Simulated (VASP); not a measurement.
# GaN (P6_3mc) in VASP: single point with PBE-based screened hybrid with 10 % exact exchange

Aim: the single point of GaN with PBE-based screened hybrid with 10 % exact exchange.

Everything below comes from runs of VASP 6.6.1. Logs are shortened: lines on timing, memory, paths and dates and some standing lists are left out, and cuts for length are marked.

## (1) The cell of the first run

It takes space group P6_3mc (No. 186, hexagonal). Conventional cell: a = 3.177 Å, b = 3.177 Å, c = 5.175 Å, α = 90.00°, β = 90.00°, γ = 120.00°. Ga (site symmetry 3m) has 4 N at 1.94 to 1.95 Å within 2.6 Å. Within 2.6 Å of N (site symmetry 3m) lie 4 Ga at 1.94 to 1.95 Å.

## (2) Single point, PBE-based screened hybrid with 10 % exact exchange

Contents of POSCAR:

```
GaN
1.0
    3.1771651428      0.0000000001      0.0000000000
   -1.5885825715      2.7515057256      0.0000000000
    0.0000000000      0.0000000000      5.1752186774
Ga N
2 2
Direct
    0.3333333333      0.6666666667     -0.0008277438
    0.6666666667      0.3333333333      0.4991722562
    0.3333333333      0.6666666667      0.3758277438
    0.6666666667      0.3333333333      0.8758277438
```

Contents of INCAR.step1:

```
ALGO = Normal
EDIFF = 1E-5
ENCUT = 520
GGA = PE
ISIF = 2
ISMEAR = 0
LASPH = True
LREAL = False
LWAVE = True
NBANDS = 26
NELM = 60
PREC = Accurate
SIGMA = 0.05
```

Contents of INCAR.step2:

```
AEXX = 0.1
ALGO = Normal
EDIFF = 1E-7
ENCUT = 520
GGA = PE
HFSCREEN = 0.20787
ISIF = 2
ISMEAR = 0
ISTART = 1
LASPH = True
LCHARG = True
LELF = True
LHFCALC = True
LREAL = False
LVHAR = True
LWAVE = False
NBANDS = 26
NELM = 60
PREC = Accurate
PRECFOCK = Normal
SIGMA = 0.05
```

Contents of KPOINTS:

```
k-points
0
Gamma
  4 4 4
```

Potentials or basis: VASP PAW PBE potentials, release 64 (Ga_d, N).

The run is started by

```console
$ cat potpaw_PBE.64/Ga_d/POTCAR potpaw_PBE.64/N/POTCAR > POTCAR
$ cp INCAR.step1 INCAR
$ mpirun -np 1 vasp_std > vasp.out
$ cp INCAR.step2 INCAR
$ mpirun -np 1 vasp_std > vasp.out
```

OUTCAR:

```text
AEXX = 0.1
   EDIFF = 1E-7
   ENCUT = 520
   GGA = PE
   HFSCREEN = 0.20787
   ISIF = 2
   ISMEAR = 0
   ISTART = 1
   LASPH = True
   LHFCALC = True
   LREAL = False
   NELM = 60
   PREC = Accurate
   PRECFOCK = Normal

 ion  position               nearest neighbor table
   1  0.333  0.667  0.999-   4 1.94   4 1.94   4 1.94   3 1.95
   2  0.667  0.333  0.499-   3 1.94   3 1.94   3 1.94   4 1.95
   3  0.333  0.667  0.376-   2 1.94   2 1.94   2 1.94   1 1.95
   4  0.667  0.333  0.876-   1 1.94   1 1.94   1 1.94   2 1.95

  LATTYP: Found a hexagonal cell.
 ALAT       =     3.1771651428
 C/A-ratio  =     1.6288793452

  Lattice vectors:

 A1 = (   3.1771651428,   0.0000000001,   0.0000000000)
 A2 = (  -1.5885825715,   2.7515057256,   0.0000000000)
 A3 = (   0.0000000000,   0.0000000000,   5.1752186774)

Analysis of symmetry for initial positions (statically):
=====================================================================
 Subroutine PRICEL returns:
 Original cell was already a primitive cell.

 Routine SETGRP: Setting up the symmetry group for a
 hexagonal supercell.

 Subroutine GETGRP returns: Found 12 space group operations
 (whereof  6 operations were pure point group operations)
 out of a pool of 24 trial point group operations.

The static configuration has the point symmetry C_3v.
 The point group associated with its full space group is C_6v.

Analysis of symmetry for dynamics (positions and initial velocities):
=====================================================================
 Subroutine PRICEL returns:
 Original cell was already a primitive cell.

 Routine SETGRP: Setting up the symmetry group for a
 hexagonal supercell.

 Subroutine GETGRP returns: Found 12 space group operations
 (whereof  6 operations were pure point group operations)
 out of a pool of 24 trial point group operations.

The dynamic configuration has the point symmetry C_3v.
 The point group associated with its full space group is C_6v.

 Subroutine INISYM returns: Found 12 space group operations
 (whereof  6 operations are pure point group operations),
 and found     1 'primitive' translations

----------------------------------------------------------------------------------------

                                     Primitive cell

  volume of cell :      45.2417

  direct lattice vectors                    reciprocal lattice vectors
     3.177165143  0.000000000  0.000000000     0.314745994  0.181718684  0.000000000
    -1.588582571  2.751505726  0.000000000    -0.000000000  0.363437368  0.000000000
     0.000000000  0.000000000  5.175218677     0.000000000  0.000000000  0.193228550

  length of vectors
     3.177165143  3.177165143  5.175218677     0.363437368  0.363437368  0.193228550

  position of ions in fractional coordinates (direct lattice)
     0.333333333  0.666666667  0.999172256
     0.666666667  0.333333333  0.499172256
     0.333333333  0.666666667  0.375827744
     0.666666667  0.333333333  0.875827744

  ion indices of the primitive-cell ions
   primitive index   ion index
                 1           1
                 2           2
                 3           3
                 4           4

----------------------------------------------------------------------------------------

 KPOINTS: k-points

Automatic generation of k-mesh.
 Grid dimensions read from file:
 generate k-points for:    4    4    4

 Generating k-lattice:

  Cartesian coordinates                     Fractional coordinates (reciprocal lattice)
     0.078686498  0.045429671  0.000000000     0.250000000  0.000000000  0.000000000
    -0.000000000  0.090859342  0.000000000     0.000000000  0.250000000  0.000000000
     0.000000000  0.000000000  0.048307137     0.000000000  0.000000000  0.250000000

  Length of vectors
     0.090859342  0.090859342  0.048307137

  Shift w.r.t. Gamma in fractional coordinates (k-lattice)
     0.000000000  0.000000000  0.000000000

 Subroutine IBZKPT returns following result:
 ===========================================

 Found     12 irreducible k-points:

 Following reciprocal coordinates:
            Coordinates               Weight
  0.000000  0.000000  0.000000      1.000000
  0.250000  0.000000  0.000000      6.000000
  0.500000  0.000000  0.000000      3.000000
  0.250000  0.250000  0.000000      6.000000
  0.000000  0.000000  0.250000      2.000000
  0.250000  0.000000  0.250000     12.000000
  0.500000  0.000000  0.250000      6.000000
  0.250000  0.250000  0.250000     12.000000
  0.000000  0.000000  0.500000      1.000000
  0.250000  0.000000  0.500000      6.000000
  0.500000  0.000000  0.500000      3.000000
  0.250000  0.250000  0.500000      6.000000
   k-points           NKPTS =     12   k-points in BZ     NKDIM =     64   number of bands    NBANDS=     26
   number of dos      NEDOS =    301   number of ions     NIONS =      4
   total plane-waves  NPLWV =  23040
   dimension x,y,z NGX =    24 NGY =   24 NGZ =   40
   dimension x,y,z NGXF=    48 NGYF=   48 NGZF=   80
   ions per type =               2   2
   NGX,Y,Z   is equivalent  to a cutoff of  12.56, 12.56, 12.85 a.u.
   NGXF,Y,Z  is equivalent  to a cutoff of  25.12, 25.12, 25.70 a.u.
 SYSTEM =  unknown system
   PREC   = accura    normal or accurate (medium, high low for compatibility)
   ISTART =      1    job   : 0-new  1-cont  2-samecut
   ICHARG =      0    charge: 1-file 2-atom 10-const
   ISPIN  =      1    spin polarized calculation?
   LNONCOLLINEAR =      F non collinear calculations
   LSORBIT =      F    spin-orbit coupling
   LASPH  =      T    aspherical Exc in radial PAW
   ENCUT  =  520.0 eV  38.22 Ry    6.18 a.u.   5.91  5.91  9.62*2*pi/ulx,y,z
   NELM   =     60;   NELMIN=  2; NELMDL=  0     # of ELM steps
   EDIFF  = 0.1E-06   stopping-criterion for ELM
   LREAL  =      F    real-space projection
   EDIFFG = 0.1E-05   stopping-criterion for IOM
   NSW    =      0    number of steps for IOM
   IBRION =     -1    ionic relax: 0-MD 1-quasi-New 2-CG
   NFREE  =      0    steps in history (QN), initial steepest desc. (CG)
   ISIF   =      2    stress and relaxation
   ISYM   =      3    0-nonsym 1-usesym 2-fastsym
   POTIM  = 0.5000    time-step for ionic-motion
   TEBEG  =    0.0;   TEEND  =   0.0 temperature during run
   PSTRESS=    0.0 pullay stress
   NELECT =      36.0000    total number of electrons
   NUPDOWN=      -1.0000    fix difference up-down
   EMIN   =  10.00;   EMAX   =-10.00  energy-range for DOS
   EFERMI =   0.00;   METHOD = LEGACY
   ISMEAR =     0;   SIGMA  =   0.05  broadening in eV -4-tet -1-fermi 0-gaus
   EFERMI_NEDOS =   21; number of points for ismear=-14 and -15
   IALGO  =     38    algorithm
   IMIX   =      1    mixing-type and parameters
     AMIX     =   0.40;   BMIX     =  1.00
     AMIX_MAG =   1.60;   BMIX_MAG =  1.00
  volume/ion in A,a.u.               =      11.31        76.33
  Fermi-wavevector in a.u.,A,eV,Ry     =   1.517036  2.866783 31.312444  2.301400
  Thomas-Fermi vector in A             =   2.626346
   LORBIT       =      0    0 simple, 1 ext, 2 COOP (PROOUT), +10 PAW based schemes
   GGA     = PE    functional components
   LHFCALC =     T    Hartree Fock is set to
   PRECFOCK=normal    Normal, Fast or Accurate (Low or Medium for compatibility)
   ENCUT4O =  -1.0   cutoff for four orbital integrals eV
   NKREDX  =     1    reduce k-point grid by
   NKREDY  =     1    reduce k-point grid by
   NKREDZ  =     1    reduce k-point grid by
   AEXX    =    0.1000 exact exchange contribution
   HFSCREEN=    0.2079 screening length (either q_TF or 0.3 A-1)
   HFSCREENC=   0.2079 screening length for correlation (either q_TF or 0.3 A-1)
   ENCUTFOCK=  -1.0 apply spherical cutoff to Coloumb kernel
   IVDW    =     0    specifies the selected vdW correction
   LEPSILON=     F    determine dielectric tensor
   LRPA    =     F    only Hartree local field effects (RPA)
 non-spin polarized calculation
 Gauss-broadening in eV      SIGMA  =   0.05
  energy-cutoff  :      520.00
  volume of cell :       45.24
 maximum number of plane-waves:      1244
 NGX is ok and might be reduce to    24
  NGX = 18; NGY = 18; NGZ = 30

 number of electron      36.0000002 magnetization

 Free energy of the ion-electron system (eV)
  ---------------------------------------------------
  ext. energy  EPLUGINS =         0.00000000
  ---------------------------------------------------
  free energy    TOTEN  =       -26.28155722 eV

  energy without entropy =      -26.28155722  energy(sigma->0) =      -26.28155722

 E-fermi :   5.3999     XC(G=0): -10.8691

 val. band max:        5.1191538887   @ k =   0.0000   0.0000   0.0000
 cond. band min:       7.5943035088   @ k =   0.0000   0.0000   0.0000
 fundamental gap:      2.4751496201
 Fermi energy:         5.3999318907

 k-point     1 :       0.0000    0.0000    0.0000
  band No.  band energies     occupation
      1     -11.5551      2.00000
      2     -10.7089      2.00000
      3      -9.1922      2.00000
      4      -9.1750      2.00000
      5      -9.1750      2.00000
      6      -9.1124      2.00000
[... 18 lines left out ...]
     25      17.5746      0.00000
     26      17.5746      0.00000

 k-point     2 :       0.2500    0.0000    0.0000
  band No.  band energies     occupation
      1     -11.0663      2.00000
      2     -10.6132      2.00000
      3      -9.1350      2.00000
      4      -9.1153      2.00000
      5      -9.0472      2.00000
      6      -9.0106      2.00000
[... 18 lines left out ...]
     25      17.2248      0.00000
     26      18.6283      0.00000

 k-point     3 :       0.5000    0.0000    0.0000
  band No.  band energies     occupation
      1     -10.7145      2.00000
      2     -10.5647      2.00000
      3      -9.1212      2.00000
      4      -9.0992      2.00000
      5      -9.0015      2.00000
      6      -8.9547      2.00000
[... 224 lines left out ...]
 k-point    11 :       0.5000    0.0000    0.5000
  band No.  band energies     occupation
      1     -10.5881      2.00000
      2     -10.5881      2.00000
      3      -9.1224      2.00000
      4      -9.1224      2.00000
      5      -9.0022      2.00000
      6      -9.0022      2.00000
[... 18 lines left out ...]
     25      18.1248      0.00000
     26      18.1248      0.00000

 k-point    12 :       0.2500    0.2500    0.5000
  band No.  band energies     occupation
      1     -10.5795      2.00000
      2     -10.5795      2.00000
      3      -9.0716      2.00000
      4      -9.0716      2.00000
      5      -9.0299      2.00000
      6      -9.0299      2.00000
[... 18 lines left out ...]
     25      18.3042      0.00000
     26      18.3042      0.00000

------------------------ aborting loop because EDIFF is reached ----------------------------------------

  FORCE on cell =-STRESS in cart. coord.  units (eV):
  Direction    XX          YY          ZZ          XY          YZ          ZX
  --------------------------------------------------------------------------------------
  -------------------------------------------------------------------------------------
  Total        1.3824176      1.3824176      1.2173536     -0.0000000     -0.0000000      0.0000000
  in kB       48.9565645     48.9565645     43.1110325     -0.0000000     -0.0000000      0.0000000
  external PRESSURE =      47.0080538 kB  Pullay stress =       0.0000000 kB

 VOLUME and BASIS-vectors are now :
 -----------------------------------------------------------------------------
  energy-cutoff  :      520.00
  volume of cell :       45.24
      direct lattice vectors                 reciprocal lattice vectors
     3.177165143  0.000000000  0.000000000     0.314745994  0.181718684  0.000000000
    -1.588582571  2.751505726  0.000000000    -0.000000000  0.363437368  0.000000000
     0.000000000  0.000000000  5.175218677     0.000000000  0.000000000  0.193228550

 POSITION                                       TOTAL-FORCE (eV/Angst)
 -----------------------------------------------------------------------------------
     -0.00000      1.83434      5.17093         0.000000     -0.000000     -0.005727
      1.58858      0.91717      2.58333         0.000000      0.000000     -0.005727
     -0.00000      1.83434      1.94499         0.000000     -0.000000      0.005727
      1.58858      0.91717      4.53260        -0.000000      0.000000      0.005727
 -----------------------------------------------------------------------------------
    total drift:                               -0.000000     -0.000001     -0.000603

  FREE ENERGIE OF THE ION-ELECTRON SYSTEM (eV)
  ---------------------------------------------------
  free  energy   TOTEN  =       -26.2815572159 eV

  energy  without entropy=      -26.2815572159  energy(sigma->0) =      -26.28155722
```

Wall time 30 min (1 thread of AMD EPYC 7R13 (Zen 3), shared host); peak memory 0.24 GiB.

Results:

| Property | Result |
| --- | --- |
| Free energy | -26.2816 eV |
| Pressure | 4.7 GPa |
| Largest force | 0.006 eV/Å |
| Band gap on the k mesh | 2.48 eV |

Forces in eV/Å, atoms in the order of the input:
```
Ga   0.000  0.000 -0.006
Ga   0.000  0.000 -0.006
N    0.000  0.000  0.006
N    0.000  0.000  0.006
```

Stress tensor (GPa, compression positive):
```
4.90 0.00 0.00
0.00 4.90 0.00
0.00 0.00 4.31
```

Levels at points of the mesh, in eV from the valence-band top:
| k point | band 15 | band 16 | band 17 | band 18 | band 19 | band 20 | band 21 | band 22 |
| --- | --- | --- | --- | --- | --- | --- | --- | --- |
| (0.00, 0.00, 0.00) | -1.08 | -0.03 | 0.00 | 0.00 | 2.48 | 4.88 | 9.96 | 10.56 |
| (0.50, 0.00, 0.00) | -4.37 | -2.86 | -2.29 | -1.04 | 5.59 | 6.18 | 6.61 | 9.41 |
| (0.00, 0.00, 0.50) | -0.55 | -0.55 | -0.55 | -0.55 | 4.87 | 4.87 | 9.15 | 9.15 |
| (0.50, 0.00, 0.50) | -2.03 | -2.03 | -1.97 | -1.97 | 4.93 | 4.93 | 8.44 | 8.44 |

Caveat: the k points lie up to 0.57 Å⁻¹ apart; the PAW data sets were made with another functional, which shifts forces and pressure a little.
